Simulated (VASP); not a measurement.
Here is a VASP 6.6.1 calculation.

INCAR

```
  PREC = Accurate
  ENCUT = 520
  EDIFF = 1E-6
  ISMEAR = -1
  SIGMA = 0.052
  LREAL = Auto
  LASPH = True
  NELM = 80
  ALGO = Normal
  ISIF = 2
  LWAVE = False
  LCHARG = False
  GGA = PE
  NBANDS = 94
```

KPOINTS

```
Automatic mesh
0
Gamma
  2 2 2
```

File POSCAR:

```
PbSe
1.0
    0.0000000000      6.1393787290      6.1393787290
    6.1393787290      0.0000000000      6.1393787290
    6.1393787290      6.1393787290      0.0000000000
Pb Se
8 8
Direct
   -0.0033034287     -0.0004221926      0.0004625875
    0.0040849410     -0.0034343866      0.4952442477
    0.0012005286      0.4935047394      0.0025265586
    0.0071494205      0.4993462914      0.4934061138
    0.5083634905      0.0120894969     -0.0003829378
    0.4806029454      0.0098271344      0.5039305501
    0.4959269715      0.4893491072      0.0006488442
    0.5052766961      0.4800790324      0.5057972699
    0.2579514263      0.2596237454      0.2188784174
    0.2510151382      0.2586900190      0.7573552969
    0.2433150105      0.7561367697      0.2635245473
    0.2371399557      0.7448388838      0.7738735807
    0.7601814786      0.2724721953      0.2449536128
    0.7570717177      0.2486769537      0.7518221637
    0.7477408061      0.7567286863      0.2412377645
    0.7474164248      0.7544179476      0.7440695063
```

Potentials or basis: VASP PAW PBE potentials, release 64 (Pb_d, Se).

Command:

```sh
$ cat potpaw_PBE.64/Pb_d/POTCAR potpaw_PBE.64/Se/POTCAR > POTCAR
$ mpirun -np 1 vasp_std > vasp.out
```

(1) Predict the pressure.

(2) Estimate the band gap on the k mesh.

(3) Estimate the largest force.

Answers

(1) 2.4 GPa.

(2) 0.35 eV, direct.

(3) 0.928 eV/Å.

Caveat: the k points lie up to 0.44 Å⁻¹ apart; spin-orbit coupling is left out, which moves the levels of the heavy elements.
